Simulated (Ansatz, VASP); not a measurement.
# One calculation of Ga2O3, two programs

```xyz
10
Lattice="6.1274 -1.5196 -0.0026 6.1274 1.5196 -0.0026 -1.3836 0.0000 5.6411" Properties=species:S:1:pos:R:3 pbc="T T T"
Ga    3.2335    0.0000    3.8655
Ga    7.6377    0.0000    1.7704
Ga   10.8617    0.0000    1.1530
Ga    0.0095    0.0000    4.4829
O     5.1437    0.0000    4.1929
O     5.7275    0.0000    1.4429
O     9.5266    0.0000    2.4578
O     1.3446    0.0000    3.1780
O     1.8613    0.0000    0.6148
O     9.0098    0.0000    5.0211
```

Alike in both runs: task single point; functional PBE; k mesh 8 × 8 × 4; occupations fermi-dirac, width 0.02 eV; no spin polarisation.

|  | VASP | Ansatz |
| --- | --- | --- |
| version | VASP 6.6.1 | Ansatz 0.2.0 |
| potentials or method | VASP PAW PBE potentials, release 64 (Ga_d, O) | plane waves, PAW |
| plane-wave cutoff (eV) | 520 | 420 |
| valence electrons in the cell | 88 | 88 |

VASP gave:

```
gap on the k mesh at the Fermi level (eV)                     : 2.36
pressure (GPa)                                                : 8.9
traceless stress, the component that is largest in VASP (GPa) : 0.66
rms of the force components (eV/Å)                            : 0.067
```

Problem. Which values does Ansatz return?

Solution. gap on the k mesh at the Fermi level (eV): 2.38; pressure (GPa): 8.3; traceless stress, the component that is largest in VASP (GPa): 0.56; rms of the force components (eV/Å): 0.062.

Atom by atom the forces differ by 0.010 eV/Å (rms over components).
